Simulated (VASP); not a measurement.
# HfB (P6_3/mmc) in VASP: a series of runs

The runs below take HfB through relaxation of cell and atoms, single point, with PBE.

Everything below comes from runs of VASP 6.6.1. Logs are shortened: lines on timing, memory, paths and dates and some standing lists are left out, and cuts for length are marked.

## 1. The cell of the first run

Symmetry: P6_3/mmc, No. 194, hexagonal system. The conventional cell has a = 3.422 Å, b = 3.422 Å, c = 5.568 Å, α = 90.00°, β = 90.00°, γ = 120.00°. Within 3.2 Å of Hf (site symmetry -6m2) lie 6 B at 2.42 Å. Within 3.2 Å of B (site symmetry -3m) lie 6 Hf at 2.42 Å and 2 B at 2.78 Å.

## 2. Relaxation of cell and atoms, PBE

INCAR reads:

```
SYSTEM = HfB
  PREC = Accurate
  ENCUT = 600
  EDIFF = 1E-6
  ISMEAR = 0
  SIGMA = 0.1
  LREAL = .FALSE.
  LASPH = .TRUE.
  NELM = 60
  ALGO = Normal
  ISIF = 3
  LWAVE = .FALSE.
  LCHARG = .FALSE.
  GGA = PE
  IBRION = 2
  NSW = 65
  EDIFFG = -0.01
```

KPOINTS reads:

```
Automatic mesh
0
G
  12 12 6
  0 0 0
```

POSCAR reads:

```
HfB
1.0
    3.4223056964      0.0000000000      0.0000000000
   -1.7111528482      2.9638036726      0.0000000000
    0.0000000000      0.0000000000      5.5676685679
Hf B
2 2
Direct
    0.0000000000      0.0000000000      0.0000000000
    0.3333333333      0.6666666667      0.5000000000
    0.6666666667      0.3333333333      0.2500000000
    0.6666666667      0.3333333333      0.7500000000
```

Potentials or basis: VASP PAW PBE potentials, release 64 (Hf_pv, B).

The run is started by

```console
> cat potpaw_PBE.64/Hf_pv/POTCAR potpaw_PBE.64/B/POTCAR > POTCAR
> mpirun -np 1 vasp_std > vasp.out
```

OUTCAR:

```text
SYSTEM = HfB
   PREC = Accurate
   ENCUT = 600
   EDIFF = 1E-6
   ISMEAR = 0
   LREAL = .FALSE.
   LASPH = .TRUE.
   NELM = 60
   ISIF = 3
   GGA = PE
   IBRION = 2
   NSW = 65
   EDIFFG = -0.01

 ion  position               nearest neighbor table
   1  0.000  0.000  0.000-   3 2.42   4 2.42   3 2.42   4 2.42   3 2.42   4 2.42   2 3.41   2 3.41
                             2 3.41   2 3.41   2 3.41   2 3.41
   2  0.333  0.667  0.500-   3 2.42   4 2.42   3 2.42   4 2.42   3 2.42   4 2.42   1 3.41   1 3.41
                             1 3.41   1 3.41   1 3.41   1 3.41
   3  0.667  0.333  0.250-   2 2.42   1 2.42   2 2.42   1 2.42   1 2.42   2 2.42
   4  0.667  0.333  0.750-   2 2.42   1 2.42   2 2.42   1 2.42   1 2.42   2 2.42

  LATTYP: Found a hexagonal cell.
 ALAT       =     3.4223056964
 C/A-ratio  =     1.6268764575

  Lattice vectors:

 A1 = (   3.4223056964,   0.0000000000,   0.0000000000)
 A2 = (  -1.7111528482,   2.9638036726,   0.0000000000)
 A3 = (   0.0000000000,   0.0000000000,   5.5676685679)

Analysis of symmetry for initial positions (statically):
=====================================================================
 Subroutine PRICEL returns:
 Original cell was already a primitive cell.

 Routine SETGRP: Setting up the symmetry group for a
 hexagonal supercell.

 Subroutine GETGRP returns: Found 24 space group operations
 (whereof 12 operations were pure point group operations)
 out of a pool of 24 trial point group operations.

The static configuration has the point symmetry D_3h.
 The point group associated with its full space group is D_6h.

Analysis of symmetry for dynamics (positions and initial velocities):
=====================================================================
 Subroutine PRICEL returns:
 Original cell was already a primitive cell.

 Routine SETGRP: Setting up the symmetry group for a
 hexagonal supercell.

 Subroutine GETGRP returns: Found 24 space group operations
 (whereof 12 operations were pure point group operations)
 out of a pool of 24 trial point group operations.

The dynamic configuration has the point symmetry D_3h.
 The point group associated with its full space group is D_6h.

 Subroutine INISYM returns: Found 24 space group operations
 (whereof 12 operations are pure point group operations),
 and found     1 'primitive' translations

----------------------------------------------------------------------------------------

                                     Primitive cell

  volume of cell :      56.4731

  direct lattice vectors                    reciprocal lattice vectors
     3.422305696  0.000000000  0.000000000     0.292200665  0.168702133  0.000000000
    -1.711152848  2.963803673  0.000000000     0.000000000  0.337404265  0.000000000
     0.000000000  0.000000000  5.567668568     0.000000000  0.000000000  0.179608392

  length of vectors
     3.422305696  3.422305696  5.567668568     0.337404265  0.337404265  0.179608392

  position of ions in fractional coordinates (direct lattice)
     0.000000000  0.000000000  0.000000000
     0.333333333  0.666666667  0.500000000
     0.666666667  0.333333333  0.250000000
     0.666666667  0.333333333  0.750000000

  ion indices of the primitive-cell ions
   primitive index   ion index
                 1           1
                 2           2
                 3           3
                 4           4

----------------------------------------------------------------------------------------

 KPOINTS: Automatic mesh

Automatic generation of k-mesh.
 Grid dimensions read from file:
 generate k-points for:   12   12    6

 Generating k-lattice:

  Cartesian coordinates                     Fractional coordinates (reciprocal lattice)
     0.024350055  0.014058511  0.000000000     0.083333333 -0.000000000  0.000000000
     0.000000000  0.028117022  0.000000000     0.000000000  0.083333333  0.000000000
     0.000000000  0.000000000  0.029934732     0.000000000  0.000000000  0.166666667

  Length of vectors
     0.028117022  0.028117022  0.029934732

  Shift w.r.t. Gamma in fractional coordinates (k-lattice)
     0.000000000  0.000000000  0.000000000

 Subroutine IBZKPT returns following result:
 ===========================================

 Found     76 irreducible k-points:

 Following reciprocal coordinates:
            Coordinates               Weight
  0.000000  0.000000  0.000000      1.000000
  0.083333  0.000000  0.000000      6.000000
  0.166667  0.000000  0.000000      6.000000
  0.250000  0.000000  0.000000      6.000000
  0.333333  0.000000  0.000000      6.000000
  0.416667  0.000000  0.000000      6.000000
[... 16 lines left out ...]
  0.250000  0.000000  0.166667     12.000000
  0.333333  0.000000  0.166667     12.000000
 [... further k-points ...]
   k-points           NKPTS =     76   k-points in BZ     NKDIM =     76   number of bands    NBANDS=     17
   number of dos      NEDOS =    301   number of ions     NIONS =      4
[... 64 lines left out ...]
  free energy    TOTEN  =       -34.94248676 eV

  energy without entropy =      -34.93625202  energy(sigma->0) =      -34.93936939

------------------------ aborting loop because EDIFF is reached ----------------------------------------

  FORCE on cell =-STRESS in cart. coord.  units (eV):
  Direction    XX          YY          ZZ          XY          YZ          ZX
  --------------------------------------------------------------------------------------
  -------------------------------------------------------------------------------------
  Total        1.5459054      1.5459054     -3.4676616      0.0000000      0.0000000      0.0000000
  in kB       43.8583092     43.8583092    -98.3797441      0.0000000      0.0000000      0.0000000
  external PRESSURE =      -3.5543752 kB  Pullay stress =       0.0000000 kB

 VOLUME and BASIS-vectors are now :
 -----------------------------------------------------------------------------
  energy-cutoff  :      600.00
  volume of cell :       56.47
      direct lattice vectors                 reciprocal lattice vectors
     3.422305696  0.000000000  0.000000000     0.292200665  0.168702133  0.000000000
    -1.711152848  2.963803673  0.000000000     0.000000000  0.337404265  0.000000000
     0.000000000  0.000000000  5.567668568     0.000000000  0.000000000  0.179608392
[... 115 lines left out ...]
 POSITION                                       TOTAL-FORCE (eV/Angst)
 -----------------------------------------------------------------------------------
      0.00000      0.00000      0.00000        -0.000000      0.000000     -0.000000
     -0.00000      2.06786      2.58712         0.000000      0.000000     -0.000000
      1.79082      1.03393      1.29356        -0.000000      0.000000      0.000000
      1.79082      1.03393      3.88067         0.000000      0.000000      0.000000
 -----------------------------------------------------------------------------------
    total drift:                                0.000000     -0.000000     -0.000000

  FREE ENERGIE OF THE ION-ELECTRON SYSTEM (eV)
  ---------------------------------------------------
  free  energy   TOTEN  =       -35.1128533974 eV

  energy  without entropy=      -35.1040837281  energy(sigma->0) =      -35.10846856

--------------------------------------- Ionic step        5  -------------------------------------------

 number of electron      26.0000000 magnetization

 Free energy of the ion-electron system (eV)
  ---------------------------------------------------
  ext. energy  EPLUGINS =         0.00000000
  ---------------------------------------------------
  free energy    TOTEN  =       -35.12323593 eV

  energy without entropy =      -35.11466187  energy(sigma->0) =      -35.11894890

 E-fermi :   4.4651     XC(G=0): -11.6607

 val. band max:        4.4545403109   @ k =   0.1667   0.1667   0.5000
 cond. band min:       4.4773713487   @ k =   0.4167   0.1667   0.5000
 fundamental gap:      0.0228310378
 Fermi energy:         4.4651215557

 k-point     1 :       0.0000    0.0000    0.0000
  band No.  band energies     occupation
      1     -25.1325      2.00000
      2     -24.8744      2.00000
      3     -24.8744      2.00000
      4     -24.7825      2.00000
      5     -24.7825      2.00000
      6     -24.5859      2.00000
[... 9 lines left out ...]
     16       6.7894      0.00000
     17       6.8406      0.00000
[... 441 lines left out ...]
 k-point    24 :       0.3333    0.0000    0.1667
  band No.  band energies     occupation
      1     -25.0940      2.00000
      2     -24.9869      2.00000
      3     -24.9393      2.00000
      4     -24.9239      2.00000
      5     -24.8017      2.00000
      6     -24.6796      2.00000
[... 9 lines left out ...]
     16       8.4620      0.00000
     17       9.4710      0.00000

 [... further k-points ...]

------------------------ aborting loop because EDIFF is reached ----------------------------------------

  FORCE on cell =-STRESS in cart. coord.  units (eV):
  Direction    XX          YY          ZZ          XY          YZ          ZX
  --------------------------------------------------------------------------------------
  -------------------------------------------------------------------------------------
  Total       -0.0100589     -0.0100589      0.0349726      0.0000000      0.0000000      0.0000000
  in kB       -0.2855360     -0.2855360      0.9927413      0.0000000      0.0000000      0.0000000
  external PRESSURE =       0.1405565 kB  Pullay stress =       0.0000000 kB

 VOLUME and BASIS-vectors are now :
 -----------------------------------------------------------------------------
  energy-cutoff  :      600.00
  volume of cell :       56.44
      direct lattice vectors                 reciprocal lattice vectors
     3.554269923  0.000000000  0.000000000     0.281351732  0.162438498 -0.000000000
    -1.777134962  3.078088045 -0.000000000     0.000000000  0.324876997  0.000000000
     0.000000000  0.000000000  5.159058992    -0.000000000  0.000000000  0.193833798

 POSITION                                       TOTAL-FORCE (eV/Angst)
 -----------------------------------------------------------------------------------
      0.00000      0.00000      0.00000         0.000000     -0.000000      0.000000
     -0.00000      2.05206      2.57953        -0.000000      0.000000      0.000000
      1.77713      1.02603      1.28976         0.000000      0.000000     -0.000000
      1.77713      1.02603      3.86929         0.000000      0.000000      0.000000
 -----------------------------------------------------------------------------------
    total drift:                                0.000000     -0.000000     -0.000000

  FREE ENERGIE OF THE ION-ELECTRON SYSTEM (eV)
  ---------------------------------------------------
  free  energy   TOTEN  =       -35.1232359349 eV

  energy  without entropy=      -35.1146618679  energy(sigma->0) =      -35.11894890

 reached required accuracy - stopping structural energy minimisation
```

It took 8 min on 1 thread of Intel Xeon 8259CL, shared host; peak memory 0.26 GiB.

Results:

```yaml
Free_energy: -35.1232 eV
Relaxed_volume: 14.11 Å³/atom
Relaxed_cell: a = 3.554 Å, b = 3.554 Å, c = 5.159 Å, α = 90.00°, β = 90.00°, γ = 120.00°
Space_group_after_relaxing_to_0.1_Å: P6_3/mmc (No. 194)
Energy_gained_by_relaxing: 45.2 meV/atom
Ionic_steps: 5
Pressure_after_relaxing: 0.0 GPa
Band_gap_on_the_k_mesh: zero (bands 13 and 14 overlap by 1.63 eV)
```

The path:
```
step  energy change (eV)  largest force (eV/Å)  pressure (GPa)  volume (Å³)
   1              0.0000                0.0000           -0.36        56.47
   2             -0.1423                0.0000            0.82        56.15
   3             -0.1765                0.0000            2.10        55.79
   4             -0.1704                0.0000           -3.02        57.48
   5             -0.1807                0.0000            0.01        56.44
```

Final structure:
```
Hf B
1.0
     3.55427    0.00000    0.00000
    -1.77713    3.07809    0.00000
     0.00000    0.00000    5.15906
Hf B
2 2
Direct
  0.00000 0.00000 0.00000
  0.33333 0.66667 0.50000
  0.66667 0.33333 0.25000
  0.66667 0.33333 0.75000
```

Levels at points of the mesh, in eV from the Fermi level:
| k point | band 10 | band 11 | band 12 | band 13 | band 14 | band 15 | band 16 | band 17 |
| --- | --- | --- | --- | --- | --- | --- | --- | --- |
| (0.00, 0.00, 0.00) | -1.34 | -1.34 | 1.18 | 1.18 | 2.23 | 2.23 | 2.32 | 2.38 |
| (0.50, 0.00, 0.00) | -2.22 | -1.42 | -0.98 | -0.69 | 0.83 | 4.85 | 5.15 | 5.56 |
| (0.00, 0.00, 0.50) | -0.90 | -0.90 | -0.90 | -0.28 | -0.28 | 4.60 | 4.60 | 4.60 |
| (0.50, 0.00, 0.50) | -2.44 | -0.69 | -0.69 | -0.37 | -0.37 | 3.32 | 3.32 | 4.81 |

Caveat: spin-orbit coupling is left out, which moves the levels of the heavy elements.

## 3. Single point, PBE

This run uses another cell than the first one, of the same volume but with other edges.

INCAR reads:

```
PREC = Accurate
ENCUT = 520
EDIFF = 1E-6
ISMEAR = 0
SIGMA = 0.1
LREAL = False
LASPH = True
NELM = 100
ALGO = Normal
ISIF = 2
LWAVE = False
LCHARG = False
GGA = PE
NBANDS = 21
```

KPOINTS reads:

```
regular mesh
0
Gamma
  21 21 12
```

POSCAR reads:

```
HfB
1.0
    3.5507414398      0.0000000000      0.0000000000
   -1.7753707199      3.0750322891      0.0000000000
    0.0000000000      0.0000000000      5.1706740396
Hf B
2 2
Direct
    0.0000000000      0.0000000000      0.0000000000
    0.3333333333      0.6666666667      0.5000000000
    0.6666666667      0.3333333333      0.2500000000
    0.6666666667      0.3333333333      0.7500000000
```

Potentials or basis: VASP PAW PBE potentials, release 64 (Hf_pv, B).

The run is started by

```console
> cat potpaw_PBE.64/Hf_pv/POTCAR potpaw_PBE.64/B/POTCAR > POTCAR
> mpirun -np 1 vasp_std > vasp.out
```

Wall time 9.5 min (1 thread of Intel Xeon 8259CL, shared host); peak memory 0.46 GiB.

The run converged. Its results:

- Free energy: -35.1319 eV
- Pressure: 0.0 GPa
- Band gap on the k mesh: zero (bands 13 and 14 overlap by 1.68 eV)

Stress tensor (GPa, compression positive):
```
 0.36  0.00  0.00
 0.00  0.36  0.00
 0.00  0.00 -0.72
```

Levels at points of the mesh, in eV from the Fermi level:
| k point | band 11 | band 12 | band 13 | band 14 | band 15 | band 16 |
| --- | --- | --- | --- | --- | --- | --- |
| (0.00, 0.00, 0.00) | -1.34 | 1.16 | 1.16 | 2.21 | 2.21 | 2.29 |
| (0.00, 0.00, 0.50) | -0.91 | -0.91 | -0.32 | -0.32 | 4.57 | 4.57 |

Caveat: spin-orbit coupling is left out, which moves the levels of the heavy elements.

## 4. Single point, PBE

This run uses another cell than the first one, of 14.86 Å³/atom.

INCAR reads:

```
ALGO = Normal
EDIFF = 1E-6
ENCUT = 520
GGA = PE
ISIF = 2
ISMEAR = 0
LASPH = True
LCHARG = False
LREAL = False
LWAVE = False
NBANDS = 21
NELM = 60
PREC = Accurate
SIGMA = 0.1
```

KPOINTS reads:

```
k-points
0
Gamma
  21 21 12
```

POSCAR reads:

```
HfB
1.0
    3.3411796041      0.0000000000      0.0000000000
   -1.6705898020      2.8935464157      0.0000000000
    0.0000000000      0.0000000000      6.1498098990
Hf B
2 2
Direct
    0.0000000000      0.0000000000      0.0000000000
    0.0000000000      0.0000000000      0.5000000000
    0.3333333333      0.6666666667      0.2500000000
    0.6666666667      0.3333333333      0.7500000000
```

The run is started by

```console
> cat potpaw_PBE.64/Hf_pv/POTCAR potpaw_PBE.64/B/POTCAR > POTCAR
> mpirun -np 1 vasp_std > vasp.out
```

Wall time 11 min (1 thread of Intel Xeon 8259CL, shared host); peak memory 0.48 GiB.

It converged, with:

```
Free energy            : -33.2755 eV
Pressure               : -0.2 GPa
Band gap on the k mesh : zero (bands 13 and 14 overlap by 3.53 eV)
```

Levels at points of the mesh, in eV from the Fermi level:
```
           k point  band 9  band 10  band 11  band 12  band 13  band 14  band 15  band 16  band 17  band 18
(0.00, 0.00, 0.00)   -4.89    -0.68    -0.68    -0.66     2.37     2.37     2.49     2.49     2.53     3.58
(0.00, 0.00, 0.50)   -1.87    -1.87     0.30     0.30     0.30     0.30     3.42     3.42     3.42     3.42
```

Caveat: spin-orbit coupling is left out, which moves the levels of the heavy elements.

## 5. Single point, PBE

This run uses another cell than the first one: it holds 12 atoms, not 4.

INCAR reads:

```
SYSTEM = HfB
  PREC = Accurate
  ENCUT = 520
  EDIFF = 1E-6
  ISMEAR = 0
  SIGMA = 0.1
  LREAL = .False.
  LASPH = .True.
  NELM = 100
  ALGO = Normal
  ISIF = 2
  LWAVE = .False.
  LCHARG = .False.
  GGA = PE
  NBANDS = 51
```

KPOINTS reads:

```
Automatic mesh
0
Gamma
  12 12 2
  0 0 0
```

POSCAR reads:

```
HfB
1.0
    3.5014885727      0.0000000000      0.0000000000
   -1.7507442863      3.0323780550      0.0000000000
    0.0000000000      0.0000000000     15.9745877559
Hf B
6 6
Direct
    0.0000000000      0.0000000000      0.0000000000
    0.3333333333      0.6666666667      0.1634350110
    0.6666666667      0.3333333333      0.3365649890
    0.0000000000      0.0000000000      0.5000000000
    0.6666666667      0.3333333333      0.6634350110
    0.3333333333      0.6666666667      0.8365649890
    0.6666666667      0.3333333333      0.0762271086
    0.0000000000      0.0000000000      0.2500000000
    0.3333333333      0.6666666667      0.4237728914
    0.3333333333      0.6666666667      0.5762271086
    0.0000000000      0.0000000000      0.7500000000
    0.6666666667      0.3333333333      0.9237728914
```

The run is started by

```console
> cat potpaw_PBE.64/Hf_pv/POTCAR potpaw_PBE.64/B/POTCAR > POTCAR
> mpirun -np 1 vasp_std > vasp.out
```

Run time: 16 min. Hardware: 1 thread of Intel Xeon 8259CL, shared host; peak memory 0.45 GiB.

It converged, with:

```yaml
Free_energy: -105.2712 eV
Pressure: 0.0 GPa
Largest_force: 0.016 eV/Å
Band_gap_on_the_k_mesh: zero (bands 39 and 40 overlap by 1.41 eV)
```

Forces in eV/Å, atoms in the order of the input:
```
Hf   0.000  0.000  0.000
Hf   0.000  0.000  0.000
Hf   0.000  0.000  0.000
Hf   0.000  0.000  0.000
Hf   0.000  0.000  0.000
Hf   0.000  0.000  0.000
B    0.000  0.000 -0.016
B    0.000  0.000  0.000
B    0.000  0.000  0.016
B    0.000  0.000 -0.016
B    0.000  0.000  0.000
B    0.000  0.000  0.016
```

Stress tensor (GPa, compression positive):
```
 0.11  0.00  0.00
 0.00  0.11  0.00
 0.00  0.00 -0.18
```

Levels at points of the mesh, in eV from the Fermi level:
| k point | band 37 | band 38 | band 39 | band 40 | band 41 | band 42 | band 43 | band 44 |
| --- | --- | --- | --- | --- | --- | --- | --- | --- |
| (0.00, 0.00, 0.00) | 0.56 | 0.58 | 0.96 | 1.81 | 1.81 | 2.09 | 2.09 | 2.38 |
| (0.50, 0.00, 0.00) | -0.71 | -0.70 | -0.64 | 0.38 | 0.60 | 1.38 | 2.21 | 2.96 |
| (0.00, 0.00, 0.50) | 1.15 | 1.15 | 1.15 | 1.15 | 1.90 | 1.90 | 2.79 | 2.79 |
| (0.50, 0.00, 0.50) | -0.64 | -0.64 | -0.21 | -0.21 | 1.12 | 1.12 | 2.53 | 2.53 |

Caveat: spin-orbit coupling is left out, which moves the levels of the heavy elements.

## 6. Overview

| task | cell | k mesh | cutoff (eV) | gap on the mesh (eV) | pressure (GPa) |
| --- | --- | --- | --- | --- | --- |
| relaxation of cell and atoms | relaxed from a = 3.422, b = 3.422, c = 5.568 Å, angles 90.0, 90.0, 120.0°, 4 atoms, atomic positions A | 12 × 12 × 6 | 600 | none | 0.0 |
| single point | a = 3.551, b = 3.551, c = 5.171 Å, angles 90.0, 90.0, 120.0°, 4 atoms, atomic positions A | 21 × 21 × 12 | 520 | none | 0.0 |
| single point | a = 3.341, b = 3.341, c = 6.150 Å, angles 90.0, 90.0, 120.0°, 4 atoms, atomic positions B | 21 × 21 × 12 | 520 | none | -0.2 |
| single point | a = 3.501, b = 3.501, c = 15.975 Å, angles 90.0, 90.0, 120.0°, 12 atoms, atomic positions C | 12 × 12 × 2 | 520 | none | 0.0 |

Alike in all rows: level PBE; potentials or basis VASP PAW PBE potentials, release 64 (Hf_pv, B); no spin polarisation; smearing gaussian 0.1 eV.

Caveats: spin-orbit coupling is left out, which moves the levels of the heavy elements.

Absolute energies hang on the potentials; compare differences alone.
